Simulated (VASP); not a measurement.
Write the native input for VASP 6.6.1 that does the following.

- Task: single point
- Functional: PBE
- Potentials or basis: VASP PAW PBE potentials, release 64 (In_d)
- Cutoff: 520 eV
- k mesh: 16 × 16 × 16
- Occupations: gaussian, width 0.05 eV
- Spin: no spin polarisation
- Dipole correction: no
- Further INCAR settings: ALGO = Normal; EDIFF = 1e-07; NBANDS = 12

The structure of In lies in POSCAR:

```
In
1.0
    0.0000000000      2.3669403945      2.3669403945
    2.3669403945      0.0000000000      2.3669403945
    2.3669403945      2.3669403945      0.0000000000
In
1
Direct
    0.0000000000      0.0000000000      0.0000000000
```

These files were run (other wordings do the same):

INCAR

```
SYSTEM = In
PREC = Accurate ; ENCUT = 520
EDIFF = 1E-7 ; ISMEAR = 0
SIGMA = 0.05 ; LREAL = .False.
LASPH = .True. ; NELM = 60
ALGO = Normal ; ISIF = 2
LWAVE = .False. ; LCHARG = .False.
GGA = PE ; NBANDS = 12
```

KPOINTS

```
Automatic mesh
0
Gamma
  16 16 16
  0 0 0
```

Potentials or basis: VASP PAW PBE potentials, release 64 (In_d).

Launch:

```bash
$ cat potpaw_PBE.64/In_d/POTCAR > POTCAR
$ mpirun -np 1 vasp_std > vasp.out
```

Results of the run:

| Quantity | Value |
| --- | --- |
| Pressure | 1.4 GPa |

Wall time 18 s on 1 thread of Intel(R) Xeon(R) 6975P-C (Granite Rapids) (shared host), peak memory 0.18 GiB.
